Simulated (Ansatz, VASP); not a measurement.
## Two plane-wave programs on SiC

```xyz
12
Lattice="1.5297 -2.6494 0.0000 1.5297 2.6494 0.0000 0.0000 0.0000 15.0103" Properties=species:S:1:pos:R:3 pbc="T T T"
Si    1.5297    1.7663   12.8744
Si    1.5297   -1.7663    5.3692
Si    1.5297    0.0000    7.8726
Si    1.5297    0.0000    0.3675
Si    1.5297   -1.7663   10.3753
Si    1.5297    1.7663    2.8702
C     1.5297    0.0000    9.7543
C     1.5297    0.0000    2.2491
C     1.5297    1.7663   14.7506
C     1.5297   -1.7663    7.2454
C     1.5297   -1.7663   12.2515
C     1.5297    1.7663    4.7463
```

Alike in both runs: functional LDA; k mesh 8 × 8 × 2; no spin polarisation.

Ansatz relaxed the structure, and its values are those at the end. VASP's run is a single point on that final structure, the one shown.

|  | VASP | Ansatz |
| --- | --- | --- |
| version | VASP 6.6.1 | Ansatz 0.2.0 |
| potentials or method | VASP PAW LDA potentials, release 64 (Si, C) | scalar-relativistic, plane waves, PAW |
| plane-wave cutoff (eV) | 520 | 420 |
| occupations | gaussian, width 0.01 eV | fixed |
| valence electrons in the cell | 48 | 48 |

```csv
,VASP,Ansatz,Ansatz less VASP
pressure (GPa),0.4,0.0,-0.41
```

LDA's correlation is that of Perdew and Zunger in VASP and of Perdew and Wang (1992) in Ansatz.
